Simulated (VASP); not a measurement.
Input of a VASP 6.6.1 run:

File POSCAR:

```
Y
1.0
    0.0000000000      2.4850000000      2.6713750000
    2.4850000000      0.0000000000      2.6713750000
    2.4850000000      2.4850000000      0.0000000000
Y
1
Direct
    0.0000000000      0.0000000000      0.0000000000
```

File INCAR.step1:

```
PREC = Accurate
ENCUT = 520
ISMEAR = 0
SIGMA = 0.15
LREAL = False
LASPH = True
NELM = 60
NBANDS = 12
GGA = PE
ALGO = Normal
EDIFF = 1E-4
LWAVE = True
LCHARG = False
```

The input INCAR.step2:

```
PREC = Accurate
ENCUT = 520
EDIFF = 1E-7
ISMEAR = 0
SIGMA = 0.15
LREAL = False
LASPH = True
NELM = 60
ALGO = Normal
ISIF = 2
LWAVE = False
LCHARG = True
METAGGA = R2SCAN
LMIXTAU = True
LELF = True
LVHAR = True
NBANDS = 12
ISTART = 1
```

The input KPOINTS:

```
Automatic mesh
0
Gamma
  16 16 16
```

Potentials or basis: VASP PAW PBE potentials, release 64 (Y_sv).

Launch:

```sh
$ cat potpaw_PBE.64/Y_sv/POTCAR > POTCAR
$ cp INCAR.step1 INCAR
$ mpirun -np 1 vasp_std > vasp.out
$ cp INCAR.step2 INCAR
$ mpirun -np 1 vasp_std > vasp.out
```

**Question.** Estimate the band gap on the k mesh.

**Answer.** Zero (an odd number of electrons rules out a gap without spin polarisation).

**Question.** Predict the pressure.

**Answer.** 0.3 GPa.

Stress tensor (GPa, compression positive):
```
 0.75  0.00  0.00
 0.00  0.75  0.00
 0.00  0.00 -0.64
```

Caveat: the cell differs from its parent crystal (strain +0.0750 x Voigt [0, 0, 1, 0, 0, 0]); the PAW data sets were made with another functional, which shifts forces and pressure a little.
